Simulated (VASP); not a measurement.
The system is La3O.

```xyz
4
Lattice="-2.8839 2.8839 3.0218 2.8839 -2.8839 3.0218 2.8839 2.8839 -3.0218" Properties=species:S:1:pos:R:3 pbc="T T T"
La    0.0000    2.8839    0.0000
La    2.8839    0.0000    0.0000
La    0.0000    0.0000    0.0000
O     0.0000    0.0000    3.0218
```

- Program: VASP 6.6.1
- Task: relaxation of cell and atoms
- Functional: PBE
- Potentials or basis: VASP PAW PBE potentials, release 64 (La, O)
- Cutoff: 600 eV
- k mesh: 4 × 4 × 4
- Occupations: gaussian, width 0.1 eV
- Spin: no spin polarisation

At the start: pressure -1.4 GPa; volume 25.13 Å³/atom.

Problem. Where does the relaxation end?

Solution. Over 8 steps the energy falls by 13.3 meV/atom and the volume is 24.28 Å³/atom (-3.4 %); space group Im-3m (No. 229, to 0.05 Å).

The path:
| step | energy change (eV) | largest force (eV/Å) | pressure (GPa) | volume (Å³) |
| --- | --- | --- | --- | --- |
| 1 | 0.0000 | 0.0000 | -1.42 | 100.53 |
| 2 | -0.0382 | 0.0000 | 0.05 | 97.31 |
| 3 | -0.0418 | 0.0000 | 0.63 | 96.41 |
| 4 | -0.0420 | 0.0000 | 0.84 | 96.10 |
| 5 | -0.0511 | 0.0000 | 0.56 | 96.34 |
| 6 | -0.0516 | 0.0000 | 0.58 | 96.30 |
| 7 | -0.0526 | 0.0000 | -0.29 | 97.55 |
| 8 | -0.0531 | 0.0000 | 0.00 | 97.11 |

Final structure:
```
La O
1.0
    -2.89499    2.89499    2.89677
     2.89499   -2.89499    2.89677
     2.89499    2.89499   -2.89677
La O
3 1
Direct
  0.50000 0.00000 0.50000
  0.00000 0.50000 0.50000
  0.00000 0.00000 0.00000
  0.50000 0.50000 0.00000
```

Caveat: the k points lie up to 0.38 Å⁻¹ apart in the final cell; an odd number of electrons without spin polarisation forces a metal; a magnetic or distorted state may lie lower.
